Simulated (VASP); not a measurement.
Al, 2 atoms in the cell. Symmetry: P6_3/mmc, No. 194, hexagonal system. Conventional cell: a = 2.915 Å, b = 2.915 Å, c = 4.697 Å, α = 90.00°, β = 90.00°, γ = 120.00°. Al (site symmetry -6m2) has 12 Al at 2.89 to 2.92 Å within 3.8 Å.  This cell differs from its parent crystal: volume scaled by 1.04.

* Program: VASP 6.6.1
* Task: single point
* Functional: PBE
* Potentials or basis: VASP PAW PBE potentials, release 64 (Al)
* Cutoff: 520 eV
* k mesh: 14 × 14 × 8
* Occupations: fermi-dirac, width 0.1 eV
* Spin: no spin polarisation
* Dipole correction: no
* Further INCAR settings: ALGO = Normal; EDIFF = 1e-07; NBANDS = 10

Potentials or basis: VASP PAW PBE potentials, release 64 (Al).

Run with:

```sh
$ cat potpaw_PBE.64/Al/POTCAR > POTCAR
$ mpirun -np 1 vasp_std > vasp.out
```

Hardware: 1 thread of Intel Xeon 6975P-C, with other jobs on the host.

How long does it take, and how much memory?

Wall time 25 s on 1 thread of Intel Xeon 6975P-C (shared host), peak memory 0.17 GiB. Counts: scf iterations 11, k points 120.
